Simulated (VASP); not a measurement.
# BaS (P-6m2) in VASP: further runs

The runs below take BaS through single point, with PBE.

All numbers are computed with VASP 6.6.1; they aren't measurements. Logs are shortened: lines on timing, memory, paths and dates and some standing lists are left out, and cuts for length are marked.

### Step 1. The cell of the first run

Symmetry: P-6m2, No. 187, hexagonal system. Conventional cell: a = 4.272 Å, b = 4.272 Å, c = 3.926 Å, α = 90.00°, β = 90.00°, γ = 120.00°. Ba (site symmetry -6m2) has 6 S at 3.15 Å and 2 Ba at 3.93 Å within 4.1 Å. S (site symmetry -6m2) has 6 Ba at 3.15 Å and 2 S at 3.93 Å within 4.1 Å.

### Step 2. Single point, PBE (31.02 Å³/atom)

INCAR

```
ALGO = Normal
EDIFF = 1E-7
ENCUT = 520
GGA = PE
ISIF = 2
ISMEAR = 0
LASPH = T
LCHARG = F
LREAL = F
LWAVE = F
NBANDS = 15
NELM = 60
PREC = Accurate
SIGMA = 0.05
```

KPOINTS

```
k-points
0
Gamma
  10 10 8
```

POSCAR

```
BaS
1.0
    4.2717320432      0.0000000000      0.0000000000
   -2.1358660216      3.6994284676      0.0000000000
    0.0000000000      0.0000000000      3.9257548129
Ba S
1 1
Direct
    0.0000000000      0.0000000000      0.0000000000
    0.6666666667      0.3333333333      0.5000000000
```

Potentials or basis: VASP PAW PBE potentials, release 64 (Ba_sv, S).

On the command line:

```console
> cat potpaw_PBE.64/Ba_sv/POTCAR potpaw_PBE.64/S/POTCAR > POTCAR
> mpirun -np 1 vasp_std > vasp.out
```

OUTCAR:

```text
EDIFF = 1E-7
   ENCUT = 520
   GGA = PE
   ISIF = 2
   ISMEAR = 0
   LASPH = T
   LREAL = F
   NELM = 60
   PREC = Accurate

 ion  position               nearest neighbor table
   1  0.000  0.000  0.000-   2 3.15   2 3.15   2 3.15   2 3.15   2 3.15   2 3.15
   2  0.667  0.333  0.500-   1 3.15   1 3.15   1 3.15   1 3.15   1 3.15   1 3.15

  LATTYP: Found a hexagonal cell.
 ALAT       =     4.2717320432
 C/A-ratio  =     0.9190077405

  Lattice vectors:

 A1 = (   4.2717320432,   0.0000000000,   0.0000000000)
 A2 = (  -2.1358660216,   3.6994284676,   0.0000000000)
 A3 = (   0.0000000000,   0.0000000000,   3.9257548129)

Analysis of symmetry for initial positions (statically):
=====================================================================
 Subroutine PRICEL returns:
 Original cell was already a primitive cell.

 Routine SETGRP: Setting up the symmetry group for a
 hexagonal supercell.

 Subroutine GETGRP returns: Found 12 space group operations
 (whereof 12 operations were pure point group operations)
 out of a pool of 24 trial point group operations.

The static configuration has the point symmetry D_3h.

Analysis of symmetry for dynamics (positions and initial velocities):
=====================================================================
 Subroutine PRICEL returns:
 Original cell was already a primitive cell.

 Routine SETGRP: Setting up the symmetry group for a
 hexagonal supercell.

 Subroutine GETGRP returns: Found 12 space group operations
 (whereof 12 operations were pure point group operations)
 out of a pool of 24 trial point group operations.

The dynamic configuration has the point symmetry D_3h.

 Subroutine INISYM returns: Found 12 space group operations
 (whereof 12 operations are pure point group operations),
 and found     1 'primitive' translations

----------------------------------------------------------------------------------------

                                     Primitive cell

  volume of cell :      62.0386

  direct lattice vectors                    reciprocal lattice vectors
     4.271732043  0.000000000  0.000000000     0.234097081  0.135156012  0.000000000
    -2.135866022  3.699428468  0.000000000     0.000000000  0.270312025  0.000000000
     0.000000000  0.000000000  3.925754813     0.000000000  0.000000000  0.254728084

  length of vectors
     4.271732043  4.271732043  3.925754813     0.270312025  0.270312025  0.254728084

  position of ions in fractional coordinates (direct lattice)
     0.000000000  0.000000000  0.000000000
     0.666666667  0.333333333  0.500000000

  ion indices of the primitive-cell ions
   primitive index   ion index
                 1           1
                 2           2

----------------------------------------------------------------------------------------

 KPOINTS: k-points

Automatic generation of k-mesh.
 Grid dimensions read from file:
 generate k-points for:   10   10    8

 Generating k-lattice:

  Cartesian coordinates                     Fractional coordinates (reciprocal lattice)
     0.023409708  0.013515601  0.000000000     0.100000000  0.000000000  0.000000000
     0.000000000  0.027031202  0.000000000     0.000000000  0.100000000  0.000000000
     0.000000000  0.000000000  0.031841010     0.000000000  0.000000000  0.125000000

  Length of vectors
     0.027031202  0.027031202  0.031841010

  Shift w.r.t. Gamma in fractional coordinates (k-lattice)
     0.000000000  0.000000000  0.000000000

 Subroutine IBZKPT returns following result:
 ===========================================

 Found     70 irreducible k-points:

 Following reciprocal coordinates:
            Coordinates               Weight
  0.000000  0.000000  0.000000      1.000000
  0.100000  0.000000  0.000000      6.000000
  0.200000  0.000000  0.000000      6.000000
  0.300000  0.000000  0.000000      6.000000
  0.400000  0.000000  0.000000      6.000000
  0.500000  0.000000  0.000000      3.000000
[... 16 lines left out ...]
  0.300000  0.100000  0.125000     24.000000
  0.400000  0.100000  0.125000     24.000000
 [... further k-points ...]
   k-points           NKPTS =     70   k-points in BZ     NKDIM =     70   number of bands    NBANDS=     15
   number of dos      NEDOS =    301   number of ions     NIONS =      2
   total plane-waves  NPLWV =  30720
   dimension x,y,z NGX =    32 NGY =   32 NGZ =   30
   dimension x,y,z NGXF=    64 NGYF=   64 NGZF=   60
   ions per type =               1   1
   NGX,Y,Z   is equivalent  to a cutoff of  12.45, 12.45, 12.70 a.u.
   NGXF,Y,Z  is equivalent  to a cutoff of  24.91, 24.91, 25.41 a.u.
 SYSTEM =  unknown system
   PREC   = accura    normal or accurate (medium, high low for compatibility)
   ISTART =      0    job   : 0-new  1-cont  2-samecut
   ICHARG =      2    charge: 1-file 2-atom 10-const
   ISPIN  =      1    spin polarized calculation?
   LNONCOLLINEAR =      F non collinear calculations
   LSORBIT =      F    spin-orbit coupling
   LASPH  =      T    aspherical Exc in radial PAW
   ENCUT  =  520.0 eV  38.22 Ry    6.18 a.u.   7.94  7.94  7.30*2*pi/ulx,y,z
   NELM   =     60;   NELMIN=  2; NELMDL= -5     # of ELM steps
   EDIFF  = 0.1E-06   stopping-criterion for ELM
   LREAL  =      F    real-space projection
   EDIFFG = 0.1E-05   stopping-criterion for IOM
   NSW    =      0    number of steps for IOM
   IBRION =     -1    ionic relax: 0-MD 1-quasi-New 2-CG
   NFREE  =      0    steps in history (QN), initial steepest desc. (CG)
   ISIF   =      2    stress and relaxation
   ISYM   =      2    0-nonsym 1-usesym 2-fastsym
   POTIM  = 0.5000    time-step for ionic-motion
   TEBEG  =    0.0;   TEEND  =   0.0 temperature during run
   PSTRESS=    0.0 pullay stress
   NELECT =      16.0000    total number of electrons
   NUPDOWN=      -1.0000    fix difference up-down
   EMIN   =  10.00;   EMAX   =-10.00  energy-range for DOS
   EFERMI =   0.00;   METHOD = LEGACY
   ISMEAR =     0;   SIGMA  =   0.05  broadening in eV -4-tet -1-fermi 0-gaus
   EFERMI_NEDOS =   21; number of points for ismear=-14 and -15
   IALGO  =     38    algorithm
   IMIX   =      4    mixing-type and parameters
     AMIX     =   0.40;   BMIX     =  1.00
     AMIX_MAG =   1.60;   BMIX_MAG =  1.00
  volume/ion in A,a.u.               =      31.02       209.33
  Fermi-wavevector in a.u.,A,eV,Ry     =   1.042064  1.969215 14.774519  1.085897
  Thomas-Fermi vector in A             =   2.176712
   LORBIT       =      0    0 simple, 1 ext, 2 COOP (PROOUT), +10 PAW based schemes
   GGA     = PE    functional components
   LHFCALC =     F    Hartree Fock is set to
   AEXX    =    0.0000 exact exchange contribution
   IVDW    =     0    specifies the selected vdW correction
   LEPSILON=     F    determine dielectric tensor
   LRPA    =     F    only Hartree local field effects (RPA)
 non-spin polarized calculation
 Gauss-broadening in eV      SIGMA  =   0.05
  energy-cutoff  :      520.00
  volume of cell :       62.04
 maximum number of plane-waves:      1688
 NGX is ok and might be reduce to    32
   NGX = 15   NGY = 15   NGZ = 15

 number of electron      16.0000000 magnetization

 Free energy of the ion-electron system (eV)
  ---------------------------------------------------
  ext. energy  EPLUGINS =         0.00000000
  ---------------------------------------------------
  free energy    TOTEN  =        -9.87165977 eV

  energy without entropy =       -9.87165977  energy(sigma->0) =       -9.87165977

 E-fermi :   2.4763     XC(G=0):  -8.8088

 val. band max:        2.1785660292   @ k =   0.0000   0.0000   0.0000
 cond. band min:       4.0578969457   @ k =   0.0000   0.0000   0.0000
 fundamental gap:      1.8793309165
 Fermi energy:         2.4763197574

 k-point     1 :       0.0000    0.0000    0.0000
  band No.  band energies     occupation
      1     -24.4050      2.00000
      2      -9.4404      2.00000
      3      -9.4404      2.00000
      4      -9.3028      2.00000
      5      -8.6435      2.00000
      6       1.3226      2.00000
      7       1.3226      2.00000
      8       2.1786      2.00000
      9       4.0579      0.00000
     10       5.4512      0.00000
     11       7.8745      0.00000
     12       7.8745      0.00000
     13       8.7976      0.00000
     14       8.7976      0.00000
     15      11.1746      0.00000

 k-point     2 :       0.1000    0.0000    0.0000
  band No.  band energies     occupation
      1     -24.3995      2.00000
      2      -9.6598      2.00000
      3      -9.4562      2.00000
      4      -9.2922      2.00000
      5      -8.4328      2.00000
      6       1.1257      2.00000
      7       1.3692      2.00000
      8       2.0956      2.00000
      9       4.1866      0.00000
     10       5.8407      0.00000
     11       7.5005      0.00000
     12       7.9219      0.00000
     13       8.7052      0.00000
     14       8.8610      0.00000
     15      11.3627      0.00000

 k-point     3 :       0.2000    0.0000    0.0000
  band No.  band energies     occupation
      1     -24.3848      2.00000
      2     -10.0297      2.00000
      3      -9.4969      2.00000
      4      -9.2643      2.00000
      5      -8.0858      2.00000
      6       0.7279      2.00000
      7       1.4865      2.00000
      8       1.8895      2.00000
      9       4.4773      0.00000
     10       6.6614      0.00000
     11       7.0067      0.00000
     12       8.0997      0.00000
     13       8.4869      0.00000
     14       8.9511      0.00000
     15      11.4490      0.00000

 k-point     4 :       0.3000    0.0000    0.0000
  band No.  band energies     occupation
      1     -24.3666      2.00000
      2     -10.3544      2.00000
      3      -9.5462      2.00000
      4      -9.2294      2.00000
      5      -7.7904      2.00000
      6       0.3736      2.00000
      7       1.6209      2.00000
      8       1.6532      2.00000
      9       4.5822      0.00000
     10       6.7803      0.00000
     11       7.8114      0.00000
     12       8.2524      0.00000
     13       8.4550      0.00000
     14       8.9241      0.00000
     15      11.7044      0.00000
[... 307 lines left out ...]
 k-point    22 :       0.2000    0.1000    0.1250
  band No.  band energies     occupation
      1     -24.3626      2.00000
      2     -10.2105      2.00000
      3      -9.5380      2.00000
      4      -9.4265      2.00000
      5      -7.7864      2.00000
      6       0.5852      2.00000
      7       1.3255      2.00000
      8       1.6112      2.00000
      9       4.9619      0.00000
     10       6.5351      0.00000
     11       7.4160      0.00000
     12       7.7630      0.00000
     13       9.1341      0.00000
     14       9.3233      0.00000
     15      11.1758      0.00000

 k-point    23 :       0.3000    0.1000    0.1250
  band No.  band energies     occupation
      1     -24.3463      2.00000
      2     -10.4228      2.00000
      3      -9.5983      2.00000
      4      -9.3737      2.00000
      5      -7.6444      2.00000
      6       0.3378      2.00000
      7       1.3016      2.00000
      8       1.5673      2.00000
      9       4.9287      0.00000
     10       6.8515      0.00000
     11       7.6482      0.00000
     12       8.1058      0.00000
     13       9.2722      0.00000
     14       9.7549      0.00000
     15      11.6488      0.00000

 k-point    24 :       0.4000    0.1000    0.1250
  band No.  band energies     occupation
      1     -24.3362      2.00000
      2     -10.5424      2.00000
      3      -9.6352      2.00000
      4      -9.3380      2.00000
      5      -7.5727      2.00000
      6       0.2028      2.00000
      7       1.3227      2.00000
      8       1.5048      2.00000
      9       4.8100      0.00000
     10       7.2902      0.00000
     11       7.8110      0.00000
     12       8.2785      0.00000
     13       9.0986      0.00000
     14      10.3307      0.00000
     15      11.7033      0.00000

 [... further k-points ...]

------------------------ aborting loop because EDIFF is reached ----------------------------------------

  FORCE on cell =-STRESS in cart. coord.  units (eV):
  Direction    XX          YY          ZZ          XY          YZ          ZX
  --------------------------------------------------------------------------------------
  -------------------------------------------------------------------------------------
  Total        1.2435150      1.2435150      1.2645766      0.0000000      0.0000000      0.0000000
  in kB       32.1143985     32.1143985     32.6583263      0.0000000      0.0000000      0.0000000
  external PRESSURE =      32.2957078 kB  Pullay stress =       0.0000000 kB

 VOLUME and BASIS-vectors are now :
 -----------------------------------------------------------------------------
  energy-cutoff  :      520.00
  volume of cell :       62.04
      direct lattice vectors                 reciprocal lattice vectors
     4.271732043  0.000000000  0.000000000     0.234097081  0.135156012  0.000000000
    -2.135866022  3.699428468  0.000000000     0.000000000  0.270312025  0.000000000
     0.000000000  0.000000000  3.925754813     0.000000000  0.000000000  0.254728084

 POSITION                                       TOTAL-FORCE (eV/Angst)
 -----------------------------------------------------------------------------------
      0.00000      0.00000      0.00000        -0.000000     -0.000000      0.000000
      2.13587      1.23314      1.96288         0.000000      0.000000      0.000000
 -----------------------------------------------------------------------------------
    total drift:                               -0.000000      0.000000      0.000000

  FREE ENERGIE OF THE ION-ELECTRON SYSTEM (eV)
  ---------------------------------------------------
  free  energy   TOTEN  =        -9.8716597745 eV

  energy  without entropy=       -9.8716597745  energy(sigma->0) =       -9.87165977
```

Run time: 60 s. Hardware: 1 thread of AMD EPYC 7R43 (Zen 3), shared host; peak memory 0.18 GiB.

What came out:

```
Free energy            : -9.8717 eV
Pressure               : 3.2 GPa
Band gap on the k mesh : 1.88 eV
```

Levels at points of the mesh, in eV from the valence-band top:
| k point | band 5 | band 6 | band 7 | band 8 | band 9 | band 10 | band 11 | band 12 |
| --- | --- | --- | --- | --- | --- | --- | --- | --- |
| (0.00, 0.00, 0.00) | -10.82 | -0.86 | -0.86 | 0.00 | 1.88 | 3.27 | 5.70 | 5.70 |
| (0.50, 0.00, 0.00) | -9.71 | -2.09 | -0.77 | -0.42 | 2.09 | 5.58 | 5.84 | 6.59 |
| (0.00, 0.00, 0.50) | -9.33 | -2.53 | -0.71 | -0.71 | 3.88 | 3.88 | 4.87 | 4.87 |
| (0.50, 0.00, 0.50) | -10.38 | -1.72 | -1.37 | -1.30 | 3.69 | 5.11 | 7.09 | 7.54 |

Caveat: the cell stands under pressure; spin-orbit coupling is left out, which moves the levels of the heavy elements. A k mesh can miss the band edges.

(Part 1 of 2 ends here.)
